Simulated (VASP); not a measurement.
# Sn in VASP: notebook

The runs below take Sn through single point, with PBE.

Program: VASP 6.6.1. These are calculated values, not measurements. Logs are shortened: lines on timing, memory, paths and dates and some standing lists are left out, and cuts for length are marked.

## 1. The cell of the first run

The cell holds an amorphous packing of atoms, 16 atoms: a = 8.072 Å, b = 7.823 Å, c = 8.016 Å, α = 93.07°, β = 97.26°, γ = 90.70°.

## 2. Single point, PBE

INCAR reads:

```
  PREC = Accurate
  ENCUT = 520
  EDIFF = 1E-6
  ISMEAR = -1
  SIGMA = 0.0776
  LREAL = Auto
  LASPH = T
  NELM = 80
  ALGO = Normal
  ISIF = 2
  LWAVE = F
  LCHARG = F
  GGA = PE
  NBANDS = 126
  ISYM = 0
```

KPOINTS reads:

```
Automatic mesh
0
Gamma
  1 1 1
  0.25 0.25 0.25
```

POSCAR reads:

```
Sn
1.0
    8.0559810000     -0.0553090000     -0.5100630000
   -0.0553090000      7.8193870000     -0.2139990000
   -0.5100630000     -0.2139990000      7.9971090000
Sn
16
Direct
    0.1010909236      0.2836658337      0.4335940581
    1.0043122882      0.3650111648      0.8703127046
    0.5548323996      0.2888474859      0.4445537195
    0.8046449946      0.6547306251      0.8187562954
    0.9234279263      0.7853058483      0.1790217045
    0.4876398894      0.8505145019      0.8986077741
    0.0551013519      0.9480645694      0.7453921199
    0.5391607047      0.7582873830      0.4655351913
    0.2881108445      0.1962793960      0.0905818936
    0.2343091702      0.9755424544      0.3592613966
    0.5175451425      0.1959601052      0.7932186362
    0.3111559208      0.5079919537      0.7222414866
    0.8917870143      0.1402855513      0.1307116769
    0.8511728384      0.5419045972      0.4747276564
    0.5848980387      0.5472741060      0.1216169443
    0.2337403354      0.5654731122      0.2903385432
```

Potentials or basis: VASP PAW PBE potentials, release 64 (Sn_d).

Command:

```
$ cat potpaw_PBE.64/Sn_d/POTCAR > POTCAR
$ mpirun -np 1 vasp_std > vasp.out
```

OUTCAR:

```text
PREC = Accurate
   ENCUT = 520
   EDIFF = 1E-6
   ISMEAR = -1
   LREAL = Auto
   LASPH = T
   NELM = 80
   ISIF = 2
   GGA = PE
   ISYM = 0

 ion  position               nearest neighbor table
   1  0.101  0.284  0.434-  10 2.72  16 2.80  14 2.91  13 2.94  12 3.13   9 3.34   3 3.65   2 3.71

   2  0.004  0.365  0.870-   4 2.82  13 3.02   9 3.07  12 3.10   7 3.41  14 3.61   1 3.71
   3  0.555  0.289  0.445-  11 2.98  14 3.06   9 3.38  15 3.40  10 3.52  16 3.54  12 3.54   1 3.65
                             8 3.67
   4  0.805  0.655  0.819-   2 2.82  14 2.92   5 3.04   6 3.12   7 3.17  15 3.32   8 3.47
   5  0.923  0.785  0.179-  13 2.83   4 3.04  10 3.06  16 3.12  14 3.22  15 3.26
   6  0.488  0.851  0.899-  11 2.89  15 3.10   4 3.12  12 3.19   9 3.54   8 3.58   7 3.66
   7  0.055  0.948  0.745-   4 3.17   2 3.41  10 3.59   9 3.60   6 3.66  13 3.76
   8  0.539  0.758  0.466-  16 3.02  14 3.05  10 3.07  15 3.20   4 3.47  12 3.57   6 3.58   3 3.67

   9  0.288  0.196  0.091-  10 2.90   2 3.07  11 3.20  13 3.28  16 3.29   1 3.34   3 3.38   6 3.54
                            15 3.60   7 3.60
  10  0.234  0.976  0.359-   1 2.72   9 2.90   5 3.06   8 3.07  16 3.23  13 3.42   3 3.52   7 3.59

  11  0.518  0.196  0.793-   6 2.89   3 2.98  12 3.01   9 3.20  15 3.69
  12  0.311  0.508  0.722-  11 3.01   2 3.10   1 3.13   6 3.19  16 3.49   3 3.54   8 3.57  15 3.65

  13  0.892  0.140  0.131-   5 2.83   1 2.94   2 3.02   9 3.28  10 3.42   7 3.76
  14  0.851  0.542  0.475-   1 2.91   4 2.92   8 3.05   3 3.06   5 3.22  15 3.33  16 3.60   2 3.61

  15  0.585  0.547  0.122-   6 3.10   8 3.20   5 3.26  16 3.29   4 3.32  14 3.33   3 3.40   9 3.60
                            12 3.65  11 3.69
  16  0.234  0.565  0.290-   1 2.80   8 3.02   5 3.12  10 3.23   9 3.29  15 3.29  12 3.49   3 3.54
                            14 3.60

IMPORTANT INFORMATION: All symmetrisations will be switched off!
NOSYMM: (Re-)initialisation of all symmetry stuff for point group C_1.

----------------------------------------------------------------------------------------

                                     Primitive cell

  volume of cell :     501.3208

  direct lattice vectors                    reciprocal lattice vectors
     8.055981000 -0.055309000 -0.510063000     0.124644139  0.001100024  0.007979354
    -0.055309000  7.819387000 -0.213999000     0.001100024  0.127990698  0.003495133
    -0.510063000 -0.213999000  7.997109000     0.007979354  0.003495133  0.125647647

  length of vectors
     8.072301606  7.822510320  8.016215578     0.124904129  0.128043136  0.125949265

  position of ions in fractional coordinates (direct lattice)
     0.101090924  0.283665834  0.433594058
     0.004312288  0.365011165  0.870312705
     0.554832400  0.288847486  0.444553720
     0.804644995  0.654730625  0.818756295
     0.923427926  0.785305848  0.179021705
     0.487639889  0.850514502  0.898607774
[... 8 lines left out ...]
     0.584898039  0.547274106  0.121616944
     0.233740335  0.565473112  0.290338543

  ion indices of the primitive-cell ions
   primitive index   ion index
                 1           1
                 2           2
                 3           3
                 4           4
                 5           5
                 6           6
[... 8 lines left out ...]
                15          15
                16          16

----------------------------------------------------------------------------------------

 KPOINTS: Automatic mesh

Automatic generation of k-mesh.
 Grid dimensions read from file:
 generate k-points for:    1    1    1

 Generating k-lattice:

  Cartesian coordinates                     Fractional coordinates (reciprocal lattice)
     0.124644139  0.001100024  0.007979354     1.000000000  0.000000000  0.000000000
     0.001100024  0.127990698  0.003495133     0.000000000  1.000000000  0.000000000
     0.007979354  0.003495133  0.125647647    -0.000000000 -0.000000000  1.000000000

  Length of vectors
     0.124904129  0.128043136  0.125949265

  Shift w.r.t. Gamma in fractional coordinates (k-lattice)
     0.250000000  0.250000000  0.250000000

 Subroutine IBZKPT returns following result:
 ===========================================

 Found      1 irreducible k-points:

 Following reciprocal coordinates:
            Coordinates               Weight
  0.250000  0.250000  0.250000      2.000000
   k-points           NKPTS =      1   k-points in BZ     NKDIM =      1   number of bands    NBANDS=    126
   number of dos      NEDOS =    301   number of ions     NIONS =     16
   total plane-waves  NPLWV = 216000
   dimension x,y,z NGX =    60 NGY =   60 NGZ =   60
   dimension x,y,z NGXF=   120 NGYF=  120 NGZF=  120
   ions per type =              16
   NGX,Y,Z   is equivalent  to a cutoff of  12.36, 12.75, 12.44 a.u.
   NGXF,Y,Z  is equivalent  to a cutoff of  24.71, 25.50, 24.89 a.u.
 SYSTEM =  unknown system
   PREC   = accura    normal or accurate (medium, high low for compatibility)
   ISTART =      0    job   : 0-new  1-cont  2-samecut
   ICHARG =      2    charge: 1-file 2-atom 10-const
   ISPIN  =      1    spin polarized calculation?
   LNONCOLLINEAR =      F non collinear calculations
   LSORBIT =      F    spin-orbit coupling
   LASPH  =      T    aspherical Exc in radial PAW
   ENCUT  =  520.0 eV  38.22 Ry    6.18 a.u.  15.01 14.54 14.90*2*pi/ulx,y,z
   NELM   =     80;   NELMIN=  2; NELMDL= -5     # of ELM steps
   EDIFF  = 0.1E-05   stopping-criterion for ELM
   LREAL  =      T    real-space projection
   EDIFFG = 0.1E-04   stopping-criterion for IOM
   NSW    =      0    number of steps for IOM
   IBRION =     -1    ionic relax: 0-MD 1-quasi-New 2-CG
   NFREE  =      0    steps in history (QN), initial steepest desc. (CG)
   ISIF   =      2    stress and relaxation
   ISYM   =      0    0-nonsym 1-usesym 2-fastsym
   POTIM  = 0.5000    time-step for ionic-motion
   TEBEG  =    0.0;   TEEND  =   0.0 temperature during run
   PSTRESS=    0.0 pullay stress
   NELECT =     224.0000    total number of electrons
   NUPDOWN=      -1.0000    fix difference up-down
   EMIN   =  10.00;   EMAX   =-10.00  energy-range for DOS
   EFERMI =   0.00;   METHOD = LEGACY
   ISMEAR =    -1;   SIGMA  =   0.08  broadening in eV -4-tet -1-fermi 0-gaus
   EFERMI_NEDOS =   21; number of points for ismear=-14 and -15
   IALGO  =     38    algorithm
   IMIX   =      4    mixing-type and parameters
     AMIX     =   0.40;   BMIX     =  1.00
     AMIX_MAG =   1.60;   BMIX_MAG =  1.00
  volume/ion in A,a.u.               =      31.33       211.44
  Fermi-wavevector in a.u.,A,eV,Ry     =   1.251562  2.365109 21.312258  1.566407
  Thomas-Fermi vector in A             =   2.385503
   LORBIT       =      0    0 simple, 1 ext, 2 COOP (PROOUT), +10 PAW based schemes
   GGA     = PE    functional components
   LHFCALC =     F    Hartree Fock is set to
   AEXX    =    0.0000 exact exchange contribution
   IVDW    =     0    specifies the selected vdW correction
   LEPSILON=     F    determine dielectric tensor
   LRPA    =     F    only Hartree local field effects (RPA)
 non-spin polarized calculation
  energy-cutoff  :      520.00
  volume of cell :      501.32
 maximum number of plane-waves:     13503
 NGX is ok and might be reduce to    60
   NGX = 31   NGY = 29   NGZ = 29

 number of electron     223.9999982 magnetization

 Free energy of the ion-electron system (eV)
  ---------------------------------------------------
  ext. energy  EPLUGINS =         0.00000000
  ---------------------------------------------------
  free energy    TOTEN  =       -56.60496998 eV

  energy without entropy =      -56.45848832  energy(sigma->0) =      -56.53172915

 E-fermi :   6.6008     XC(G=0):  -9.5245

 val. band max:        6.4416255032   @ k =   0.2500   0.2500   0.2500
 cond. band min:       6.7585744096   @ k =   0.2500   0.2500   0.2500
 fundamental gap:      0.3169489064
 Fermi energy:         6.6008406508

 k-point     1 :       0.2500    0.2500    0.2500
  band No.  band energies     occupation
      1     -15.3709      2.00000
      2     -15.2965      2.00000
      3     -15.2722      2.00000
      4     -15.2406      2.00000
      5     -15.2344      2.00000
      6     -15.2297      2.00000
[... 116 lines left out ...]
    123       8.4656      0.00000
    124       8.6069      0.00000
 [bands above 124 left out]

------------------------ aborting loop because EDIFF is reached ----------------------------------------

  FORCE on cell =-STRESS in cart. coord.  units (eV):
  Direction    XX          YY          ZZ          XY          YZ          ZX
  --------------------------------------------------------------------------------------
  -------------------------------------------------------------------------------------
  Total        6.1100662     12.8340562      3.2994233      6.9729926      5.8972910      3.4436866
  in kB       19.5272374     41.0165217     10.5446684     22.2850747     18.8472265     11.0057213
  external PRESSURE =      23.6961425 kB  Pullay stress =       0.0000000 kB

 VOLUME and BASIS-vectors are now :
 -----------------------------------------------------------------------------
  energy-cutoff  :      520.00
  volume of cell :      501.32
      direct lattice vectors                 reciprocal lattice vectors
     8.055981000 -0.055309000 -0.510063000     0.124644139  0.001100024  0.007979354
    -0.055309000  7.819387000 -0.213999000     0.001100024  0.127990698  0.003495133
    -0.510063000 -0.213999000  7.997109000     0.007979354  0.003495133  0.125647647

 POSITION                                       TOTAL-FORCE (eV/Angst)
 -----------------------------------------------------------------------------------
      0.57754      2.11971      3.35523        -0.722253      0.412707      1.562342
     -0.42936      2.66768      6.87967         0.363276     -1.562686     -0.468777
      4.22699      2.13279      3.21033        -0.290272      0.217450     -0.441492
      6.02837      4.89987      5.99715        -0.308482      0.985174      0.386048
      7.30437      6.05123      0.79259         0.010243     -0.631529      0.296332
      3.42303      6.43123      6.75553        -0.475602     -0.407475      0.064000
[... 8 lines left out ...]
      4.61963      4.22097      0.55713        -0.025730      0.139627     -0.148024
      1.70364      4.34659      2.08164         0.423744      0.290322     -0.883312
 -----------------------------------------------------------------------------------
    total drift:                                0.045260      0.024398     -0.027760

  FREE ENERGIE OF THE ION-ELECTRON SYSTEM (eV)
  ---------------------------------------------------
  free  energy   TOTEN  =       -56.6049699751 eV

  energy  without entropy=      -56.4584883213  energy(sigma->0) =      -56.53172915
```

It took 5.7 min on 1 thread of AMD EPYC 7R13, shared host; peak memory 0.42 GiB.

What came out:

```yaml
Free_energy: -56.6050 eV
Pressure: 2.4 GPa
Largest_force: 1.770 eV/Å
Band_gap_on_the_k_mesh: 0.32 eV
```

Forces on the atoms (eV/Å):
```
Sn  -0.722  0.413  1.562
Sn   0.363 -1.563 -0.469
Sn  -0.290  0.217 -0.441
Sn  -0.308  0.985  0.386
Sn   0.010 -0.632  0.296
Sn  -0.476 -0.407  0.064
Sn   0.432  0.455  0.675
Sn   0.110  0.183  0.235
Sn   0.572 -0.003 -0.700
Sn   0.434 -1.286  0.132
Sn   0.427  0.114  0.638
Sn   0.131  0.498 -0.480
Sn  -0.762  0.290 -0.414
Sn  -0.318  0.305 -0.455
Sn  -0.026  0.140 -0.148
Sn   0.424  0.290 -0.883
```

Caveat: the k points lie up to 0.80 Å⁻¹ apart; spin-orbit coupling is left out, which moves the levels of the heavy elements.

## 3. Single point, PBE

INCAR reads:

```
SYSTEM = Sn
ALGO = Normal ; EDIFF = 1E-6
ENCUT = 520 ; GGA = PE
ISIF = 2 ; ISMEAR = -1
ISYM = 0 ; LASPH = .True.
LCHARG = .False. ; LREAL = Auto
LWAVE = .False. ; NBANDS = 126
NELM = 60 ; PREC = Accurate
SIGMA = 0.0776
```

KPOINTS is that of step 2.

POSCAR reads:

```
Sn
1.0
    8.0559810000     -0.0553090000     -0.5100630000
   -0.0553090000      7.8193870000     -0.2139990000
   -0.5100630000     -0.2139990000      7.9971090000
Sn
16
Direct
    0.0819101027      0.2574873683      0.4511890925
    1.0403727579      0.3295295918      0.7960197433
    0.5608360655      0.2767750952      0.4140734257
    0.8270403108      0.6865982071      0.8144071804
    0.9287872820      0.7922161036      0.2174496410
    0.4779393527      0.7961126745      0.9108956119
    0.0592502479      0.9789226043      0.7938757390
    0.5824880112      0.8060156278      0.4410875381
    0.3359142627      0.2110174436      0.0801170721
    0.2320098539      0.9513315526      0.3436433895
    0.5466774378      0.1841106965      0.7748475654
    0.3299224599      0.5137211788      0.7041809807
    0.8714922545      0.1673732315      0.1284151133
    0.8451027181      0.5408623987      0.4450330288
    0.5642847184      0.5492191817      0.1688246480
    0.2226685807      0.5498675382      0.2417745097
```

Potentials or basis: VASP PAW PBE potentials, release 64 (Sn_d).

Command:

```
$ cat potpaw_PBE.64/Sn_d/POTCAR > POTCAR
$ mpirun -np 1 vasp_std > vasp.out
```

OUTCAR:

```text
SYSTEM = Sn
   EDIFF = 1E-6
   ENCUT = 520
   GGA = PE
   ISIF = 2
   ISMEAR = -1
   ISYM = 0
   LASPH = .True.
   LREAL = Auto
   NELM = 60
   PREC = Accurate

 ion  position               nearest neighbor table
   1  0.082  0.257  0.451-  10 2.84   2 2.85  14 2.94  13 2.96  16 3.19  12 3.25   7 3.62
   2  0.040  0.330  0.796-   7 2.75   1 2.85  12 2.92   9 3.26   4 3.31  13 3.44  14 3.55
   3  0.561  0.277  0.414-  15 2.98  11 3.03  14 3.05   9 3.05  12 3.61  10 3.63  16 3.66  13 3.68
                             8 3.71
   4  0.827  0.687  0.814-   7 2.96   6 3.13  14 3.14   5 3.29   2 3.31   8 3.55
   5  0.929  0.792  0.217-  10 2.78  14 2.88  16 3.05  13 3.08   4 3.29  15 3.45   8 3.51
   6  0.478  0.796  0.911-  12 2.85  15 2.93   4 3.13  11 3.34   9 3.70   7 3.72
   7  0.059  0.979  0.794-   2 2.75   4 2.96   9 3.42  13 3.51   1 3.62   6 3.72
   8  0.582  0.806  0.441-  15 2.87  14 2.98  10 3.09   5 3.51   4 3.55  16 3.65   3 3.71
   9  0.336  0.211  0.080-   3 3.05  16 3.09  11 3.15  10 3.19  15 3.20   2 3.26   7 3.42   6 3.70

  10  0.232  0.951  0.344-   5 2.78   1 2.84   8 3.09   9 3.19  16 3.20   3 3.63  13 3.67
  11  0.547  0.184  0.775-   3 3.03   9 3.15  12 3.17   6 3.34  13 3.62
  12  0.330  0.514  0.704-   6 2.85   2 2.92  11 3.17   1 3.25   3 3.61  16 3.73
  13  0.871  0.167  0.128-   1 2.96   5 3.08   2 3.44   7 3.51  11 3.62  10 3.67   3 3.68
[... 168 lines left out ...]
      5     -15.3452      2.00000
      6     -15.3311      2.00000
[... 116 lines left out ...]
    123       8.5614      0.00000
    124       8.8444      0.00000
 [bands above 124 left out]

------------------------ aborting loop because EDIFF is reached ----------------------------------------

  FORCE on cell =-STRESS in cart. coord.  units (eV):
  Direction    XX          YY          ZZ          XY          YZ          ZX
  --------------------------------------------------------------------------------------
  -------------------------------------------------------------------------------------
  Total        6.2053395     14.4788055      5.9631978     11.3837779      9.8241017      3.8033903
  in kB       19.8317225     46.2729966     19.0578590     36.3815592     31.3969704     12.1553029
  external PRESSURE =      28.3875260 kB  Pullay stress =       0.0000000 kB

 VOLUME and BASIS-vectors are now :
 -----------------------------------------------------------------------------
  energy-cutoff  :      520.00
  volume of cell :      501.32
      direct lattice vectors                 reciprocal lattice vectors
     8.055981000 -0.055309000 -0.510063000     0.124644139  0.001100024  0.007979354
    -0.055309000  7.819387000 -0.213999000     0.001100024  0.127990698  0.003495133
    -0.510063000 -0.213999000  7.997109000     0.007979354  0.003495133  0.125647647

 POSITION                                       TOTAL-FORCE (eV/Angst)
 -----------------------------------------------------------------------------------
      0.41549      1.91231      3.51133         0.412812      0.351753     -0.366955
     -0.09900      2.40414      6.27475        -0.520549      1.441021      1.137902
      4.29157      2.04458      2.96610        -0.238902     -0.256075      0.502709
      6.20925      5.14875      5.94413        -0.326152     -0.377091      0.374711
      7.32756      6.09674      1.09569        -1.048182      0.201357     -0.928932
      3.34162      6.00375      6.87038         0.524169      0.970313     -0.179862
[... 8 lines left out ...]
      4.42938      4.22722      0.94476         0.561473      0.214847     -1.060098
      1.64008      4.23557      1.70225        -0.278953     -0.272474      0.405795
 -----------------------------------------------------------------------------------
    total drift:                               -0.038646     -0.063735     -0.024452

  FREE ENERGIE OF THE ION-ELECTRON SYSTEM (eV)
  ---------------------------------------------------
  free  energy   TOTEN  =       -56.7109058025 eV

  energy  without entropy=      -56.5933064147  energy(sigma->0) =      -56.65210611
```

OSZICAR:

```text
N       E                     dE             d eps       ncg     rms          rms(c)
DAV:   1     0.312981908260E+04    0.31298E+04   -0.10349E+05   260   0.273E+03
DAV:   2     0.576594537111E+03   -0.25532E+04   -0.25219E+04   252   0.801E+02
DAV:   3     0.901791150894E+01   -0.56758E+03   -0.54235E+03   266   0.278E+02
DAV:   4    -0.543692262631E+02   -0.63387E+02   -0.60165E+02   280   0.880E+01
DAV:   5    -0.572202103814E+02   -0.28510E+01   -0.27841E+01   280   0.169E+01    0.729E+00
DAV:   6    -0.567588277819E+02    0.46138E+00   -0.16720E+00   424   0.160E+01    0.352E+00
DAV:   7    -0.567008258812E+02    0.58002E-01   -0.99306E-01   312   0.562E+00    0.107E+00
DAV:   8    -0.567073041535E+02   -0.64783E-02   -0.21855E-01   280   0.522E+00    0.588E-01
DAV:   9    -0.567099365790E+02   -0.26324E-02   -0.38726E-02   320   0.199E+00    0.251E-01
DAV:  10    -0.567107635888E+02   -0.82701E-03   -0.10712E-02   304   0.770E-01    0.820E-02
DAV:  11    -0.567109213518E+02   -0.15776E-03   -0.14598E-03   304   0.268E-01    0.386E-02
DAV:  12    -0.567108999948E+02    0.21357E-04   -0.23613E-04   312   0.123E-01    0.193E-02
DAV:  13    -0.567109017380E+02   -0.17433E-05   -0.53140E-05   312   0.484E-02    0.765E-03
DAV:  14    -0.567109062392E+02   -0.45012E-05   -0.10426E-05   272   0.244E-02    0.393E-03
DAV:  15    -0.567109058025E+02    0.43674E-06   -0.15119E-06   144   0.107E-02
   1 F= -.56710906E+02 E0= -.56652106E+02  d E =-.117599E+00
```

Run time: 6.1 min. Hardware: 1 thread of AMD EPYC 7R13, shared host; peak memory 0.43 GiB.

What came out:

| Item | Value |
| --- | --- |
| Free energy | -56.7109 eV |
| Pressure | 2.8 GPa |
| Largest force | 1.908 eV/Å |
| Band gap on the k mesh | 0.37 eV |

Forces on the atoms (eV/Å):
```
Sn   0.413  0.352 -0.367
Sn  -0.521  1.441  1.138
Sn  -0.239 -0.256  0.503
Sn  -0.326 -0.377  0.375
Sn  -1.048  0.201 -0.929
Sn   0.524  0.970 -0.180
Sn   0.668 -1.288  0.273
Sn  -0.147  0.821  0.751
Sn  -0.503 -0.717 -0.618
Sn   1.044 -0.018 -0.015
Sn   0.082 -0.547  0.235
Sn   0.231 -0.432 -0.600
Sn  -0.275 -0.292 -0.597
Sn  -0.187  0.199  0.685
Sn   0.561  0.215 -1.060
Sn  -0.279 -0.272  0.406
```

Levels at points of the mesh, in eV from the valence-band top:
```csv
k point,band 110,band 111,band 112,band 113,band 114,band 115
"(0.25, 0.25, 0.25)",-0.49,-0.19,0.00,0.37,0.46,0.74
```

Caveat: the k points lie up to 0.80 Å⁻¹ apart; spin-orbit coupling is left out, which moves the levels of the heavy elements.
